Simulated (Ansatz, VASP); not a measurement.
## Two plane-wave programs on Sb

```
CELL_PARAMETERS angstrom
0.00000 2.33919 2.33919
2.33919 0.00000 2.33919
2.33919 2.33919 0.00000
ATOMIC_POSITIONS crystal
Sb 0.00000 0.00000 0.00000
```

Alike in both runs: task single point; functional r2SCAN; k mesh 10 × 10 × 10; occupations fermi-dirac, width 0.05 eV; no spin polarisation.

```csv
,VASP,Ansatz
version,VASP 6.6.1,Ansatz 0.2.0
potentials or method,"VASP PAW PBE potentials, release 64 (Sb)",Ansatz PAW
plane-wave cutoff (eV),520,500
valence electrons in the cell,5,15
```

Ansatz gave:

* gap on the k mesh at the Fermi level (eV): none
* pressure (GPa): 3.8

Q: What did VASP give for the same quantities?

A: gap on the k mesh at the Fermi level (eV): none; pressure (GPa): 3.7.

VASP's potentials were made for PBE, not for r2SCAN. A gap of «none» marks a metal or a gap that the smearing closes. The functional is the same, so the differences come from potentials, cutoffs and numerics. VASP's potentials hold 5 valence electrons a cell and Ansatz's 15, so a difference there can come from the potentials and not from the codes.

Neither program's run includes spin-orbit coupling.
